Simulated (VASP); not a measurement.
A run of VASP 6.6.1:

Contents of INCAR:

```
SYSTEM = LiOs2
PREC     = Accurate       ! precision mode
ENCUT    = 520            ! plane-wave cutoff, eV
EDIFF    = 1E-6           ! SCF threshold, eV
ISMEAR   = 0              ! smearing method
SIGMA    = 0.1            ! smearing width, eV
LREAL    = .FALSE.        ! projectors in reciprocal space
LASPH    = .TRUE.         ! aspherical terms in the spheres
NELM     = 100            ! most SCF steps
ALGO     = Normal         ! electronic algorithm
ISIF     = 2              ! what is computed and relaxed
LWAVE    = .FALSE.        ! write WAVECAR
LCHARG   = .FALSE.        ! write CHGCAR
GGA      = PE             ! functional
NBANDS   = 28             ! bands
```

File KPOINTS:

```
Automatic mesh
0
G
  4 4 4
  0 0 0
```

POSCAR

```
LiOs2
1.0
    0.0000000000      3.6284264480      3.6284264480
    3.6284264480      0.0000000000      3.6284264480
    3.6284264480      3.6284264480      0.0000000000
Li Os
2 4
Direct
    0.0000000000      0.0000000000      0.0000000000
    0.2500000000      0.2500000000      0.2500000000
    0.6250000000      0.6250000000      0.6250000000
    0.1250000000      0.6250000000      0.6250000000
    0.6250000000      0.6250000000      0.1250000000
    0.6250000000      0.1250000000      0.6250000000
```

Potentials or basis: VASP PAW PBE potentials, release 64 (Li_sv, Os).

Launch:

```sh
$ cat potpaw_PBE.64/Li_sv/POTCAR potpaw_PBE.64/Os/POTCAR > POTCAR
$ mpirun -np 1 vasp_std > vasp.out
```

Hardware: 1 thread of Intel Xeon 8259CL, with other jobs on the host.

Estimate the wall time of this run.

Wall time 50 s on 1 thread of Intel Xeon 8259CL, with other jobs on the host, peak memory 0.24 GiB. Counts: scf iterations 13, k points 8.
